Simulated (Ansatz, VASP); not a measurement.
**Two plane-wave programs on PbS**

```
Pb S
1.0
     0.00000    2.98951    2.98951
     2.98951    0.00000    2.98951
     2.98951    2.98951    0.00000
Pb S
1 1
Direct
  0.00000 0.00000 0.00000
  0.50000 0.50000 0.50000
```

Change from the starting cell: volume scaled by 1.025, PAW files.

Alike in both runs: task electric field gradients; functional LDA; k mesh 8 × 8 × 8; occupations fermi-dirac, width 0.01 eV; no spin polarisation.

```csv
,VASP,Ansatz
version,VASP 6.6.1,Ansatz 0.2.0
potentials or method,"VASP PAW LDA potentials, release 64 (Pb_d, S)","PAW with Ansatz's default frozen-core files, scalar-relativistic"
plane-wave cutoff (eV),520,420
valence electrons in the cell,20,20
```

```tsv
	VASP	Ansatz	Ansatz less VASP
pressure (GPa)	-3.8	-3.8	-0.04
```

LDA's correlation is that of Perdew and Zunger in VASP and of Perdew and Wang (1992) in Ansatz.

Neither program's run includes spin-orbit coupling.
